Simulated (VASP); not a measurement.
Write the native input for VASP 6.6.1 that does the following.

* Task: single point
* Functional: PBEsol
* Potentials or basis: VASP PAW PBE potentials, release 64 (Li_sv)
* Cutoff: 520 eV
* k mesh: 15 × 15 × 15
* Occupations: fermi-dirac, width 0.08 eV
* Spin: no spin polarisation
* Dipole correction: no
* Further INCAR settings: ALGO = Normal; EDIFF = 1e-06; NBANDS = 8

The structure of Li lies in POSCAR:

```
Li
1.0
   -1.7675000000      1.7675000000      1.7500000000
    1.7675000000     -1.7675000000      1.7500000000
    1.7675000000      1.7675000000     -1.7500000000
Li
1
Direct
    0.0000000000      0.0000000000      0.0000000000
```

This cell differs from its parent crystal: equal xx and yy strain of +1 %.

One way to write it, as run:

INCAR

```
PREC = Accurate
ENCUT = 520
EDIFF = 1E-6
ISMEAR = -1
SIGMA = 0.08
LREAL = F
LASPH = T
NELM = 100
ALGO = Normal
ISIF = 2
LWAVE = F
LCHARG = F
GGA = PS
NBANDS = 8
```

KPOINTS

```
Automatic mesh
0
Gamma
  15 15 15
```

Potentials or basis: VASP PAW PBE potentials, release 64 (Li_sv).

Command:

```sh
$ cat potpaw_PBE.64/Li_sv/POTCAR > POTCAR
$ mpirun -np 1 vasp_std > vasp.out
```

Results of the run:

```yaml
Band_gap_on_the_k_mesh: zero (an odd number of electrons rules out a gap without spin polarisation)
```

Caveat: the cell differs from its parent crystal (equal xx and yy strain of +1 %).

It took 23 s on 1 thread of AMD EPYC 7R13 Processor (Zen 3), on a shared host, peak memory 0.13 GiB.
